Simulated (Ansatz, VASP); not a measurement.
## Two plane-wave programs on N

```
N
1.0
     5.61460    0.00000    0.00000
     0.00000    5.61460    0.00000
     0.00000    0.00000    5.61460
N
4
Direct
  0.00037 0.00037 0.00037
  0.49963 0.99963 0.50037
  0.50037 0.49963 0.99963
  0.99963 0.50037 0.49963
```

Alike in both runs: functional r2SCAN; k mesh 4 × 4 × 4; occupations gaussian, width 0.02 eV; collinear spin.

Ansatz relaxed the structure, and its values are those at the end. VASP's run is a single point on that final structure, the one shown.

|  | VASP | Ansatz |
| --- | --- | --- |
| version | VASP 6.6.1 | Ansatz 0.2.0 |
| potentials or method | VASP PAW PBE potentials, release 64 (N), cutoff 520 eV | scalar-relativistic, plane waves, PAW |
| valence electrons in the cell | 20 | 20 |

```tsv
	VASP	Ansatz	Ansatz less VASP
gap on the k mesh at the Fermi level (eV)	4.61	4.61	-0.002
least direct gap on the mesh (eV)	4.68	4.68	-0.002
pressure (GPa)	-0.1	0.0	+0.12
net moment per atom (μB)	3.00	3.00	0.000
size of the moment on the site where the two differ most (μB)	1.99	2.94	+0.954
```

VASP's potentials were made for PBE, not for r2SCAN. Site moments also hang on the region over which each program counts them. Ansatz's warnings: stress scf threshold loose.
